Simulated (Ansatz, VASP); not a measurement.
One calculation of GaAs, two programs

The input POSCAR:

```
GaAs
1.0
    0.0000000000      2.6624552591      2.6624552591
    2.6624552591      0.0000000000      2.6624552591
    2.6624552591      2.6624552591      0.0000000000
Ga As
1 1
Direct
    0.0000000000      0.0000000000      0.0000000000
    0.5000000000      0.5000000000      0.5000000000
```

File INCAR.step1:

```
PREC = Accurate
ENCUT = 600
ISMEAR = 0
SIGMA = 0.1
LREAL = F
LASPH = T
NELM = 80
GGA = PE
ALGO = Normal
EDIFF = 1E-4
LWAVE = T
LCHARG = F
```

File INCAR.step2:

```
PREC = Accurate
ENCUT = 600
EDIFF = 1E-6
ISMEAR = 0
SIGMA = 0.1
LREAL = F
LASPH = T
NELM = 80
ALGO = Normal
ISIF = 3
LWAVE = F
LCHARG = F
METAGGA = R2SCAN
LMIXTAU = T
IBRION = 2
NSW = 100
EDIFFG = -0.01
ISTART = 1
```

Contents of KPOINTS:

```
Automatic mesh
0
Gamma
  18 18 18
```

Input for Ansatz:

```yaml
crystal:
  lattice:
    - [0.0, 2.6624552591, 2.6624552591]
    - [2.6624552591, 0.0, 2.6624552591]
    - [2.6624552591, 2.6624552591, 0.0]
  atoms:
    - { symbol: Ga, position: [0.0, 0.0, 0.0] }
    - { symbol: As, position: [0.5, 0.5, 0.5] }
basis:
  ecutwfc: 500
kpoints:
  mp_grid: { grid: [18, 18, 18] }
hamiltonian:
  xc: r2scan
scf:
  occupations: { method: gaussian, width: 0.1 }
output:
  forces: true
  stress: true
  eigenvalues: true
relax:
  adjacent_minimum: "off"
  f_tol: 0.01
  max_steps: 80
  cell: { stress_tol: 0.05 }
```

Alike in both runs: task relaxation of cell and atoms; functional r2SCAN; k mesh 18 × 18 × 18; occupations gaussian, width 0.1 eV; no spin polarisation.

```csv
,VASP,Ansatz
version,VASP 6.6.1,Ansatz 0.2.0
potentials or method,"VASP PAW PBE potentials, release 64 (Ga_d, As), cutoff 600 eV","scalar-relativistic, plane waves, PAW"
valence electrons in the cell,18,28
```

Ansatz gave:

* gap on the k mesh at the Fermi level, each at its own relaxed structure (eV): none
* relaxed volume (Å³/atom): 18.92
* relaxed cell length with the largest relative difference (Å): 3.768

Problem. Which values does VASP return?

Solution. gap on the k mesh at the Fermi level, each at its own relaxed structure (eV): none; relaxed volume (Å³/atom): 18.93; relaxed cell length with the largest relative difference (Å): 3.769.

VASP's potentials were made for PBE, not for r2SCAN. A gap of «none» marks a metal or a gap that the smearing closes. VASP's potentials hold 18 valence electrons a cell and Ansatz's 28, so a difference there can come from the potentials and not from the codes.
